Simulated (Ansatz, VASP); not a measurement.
## One calculation of SnSe, two programs

```
Sn Se
1.0
     0.00000    3.12865    3.12865
     3.12865    0.00000    3.12865
     3.12865    3.12865    0.00000
Sn Se
1 1
Direct
  0.00000 0.00000 0.00000
  0.50000 0.50000 0.50000
```

Alike in both runs: task single point; functional PBE; k mesh 10 × 10 × 10; occupations gaussian, width 0.02 eV; no spin polarisation.

|  | VASP | Ansatz |
| --- | --- | --- |
| version | VASP 6.6.1 | Ansatz 0.2.0 |
| potentials or method | VASP PAW PBE potentials, release 64 (Sn_d, Se), cutoff 520 eV | scalar-relativistic, plane waves, PAW |
| valence electrons in the cell | 20 | 30 |

```csv
,VASP,Ansatz,Ansatz less VASP
gap on the k mesh at the Fermi level (eV),0.13,0.13,-0.001
least direct gap on the mesh (eV),0.13,0.13,-0.001
pressure (GPa),-3.8,-3.8,+0.02
```

VASP's potentials hold 20 valence electrons a cell and Ansatz's 30, so a difference there can come from the potentials and not from the codes.
